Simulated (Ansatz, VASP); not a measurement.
# One calculation of Ti, two programs

Contents of INCAR:

```
SYSTEM = Ti
  PREC = Accurate
  ENCUT = 520
  EDIFF = 1E-6
  ISMEAR = 0
  SIGMA = 0.15
  LREAL = .FALSE.
  LASPH = .TRUE.
  NELM = 80
  ALGO = Fast
  ISIF = 2
  LWAVE = .FALSE.
  LCHARG = .TRUE.
  GGA = PS
  LELF = .TRUE.
  LVHAR = .TRUE.
  NBANDS = 19
```

Contents of KPOINTS:

```
Automatic mesh
0
G
  24 24 14
  0 0 0
```

Contents of POSCAR:

```
Ti
1.0
    2.9511928164      0.0000000000      0.0000000000
   -1.4755964082      2.4678931807      0.0000000000
    0.0000000000      0.0000000000      4.5909904469
Ti
2
Direct
    0.3333333333      0.6666666667      0.2500000000
    0.6666666667      0.3333333333      0.7500000000
```

Input for Ansatz:

```yaml
crystal:
  lattice:
    - [2.9511928164, 0.0, 0.0]
    - [-1.4755964082, 2.4678931807, 0.0]
    - [0.0, 0.0, 4.5909904469]
  atoms:
    - { symbol: Ti, position: [0.3333333333, 0.6666666667, 0.25] }
    - { symbol: Ti, position: [0.6666666667, 0.3333333333, 0.75] }
basis:
  ecutwfc: 420
kpoints:
  mp_grid: { grid: [24, 24, 14] }
hamiltonian:
  xc: pbesol
scf:
  occupations: { method: gaussian, width: 0.15 }
output:
  forces: true
  stress: true
  eigenvalues: true
```

Change from the starting cell: strain +0.0175 x Voigt [1, -1, 0, 0, 0, 0], atoms carried along.

Alike in both runs: task single point; functional PBEsol; k mesh 24 × 24 × 14; occupations gaussian, width 0.15 eV; no spin polarisation.

|  | VASP | Ansatz |
| --- | --- | --- |
| version | VASP 6.6.1 | Ansatz 0.2.0 |
| potentials or method | VASP PAW PBE potentials, release 64 (Ti_sv), cutoff 520 eV | scalar-relativistic, plane waves, PAW |
| valence electrons in the cell | 24 | 24 |

|  | VASP | Ansatz | Ansatz less VASP |
| --- | --- | --- | --- |
| gap on the k mesh at the Fermi level (eV) | none | none | - |
| pressure (GPa) | -0.2 | 0.1 | +0.32 |
| traceless stress, the component that is largest in VASP (GPa) | 2.30 | 2.32 | +0.020 |
| rms of the force components (eV/Å) | 0.057 | 0.058 | +0.0008 |

VASP's potentials were made for PBE, not for PBEsol. Atom by atom the forces differ by 0.001 eV/Å (rms over components). A gap of «none» marks a metal or a gap that the smearing closes.
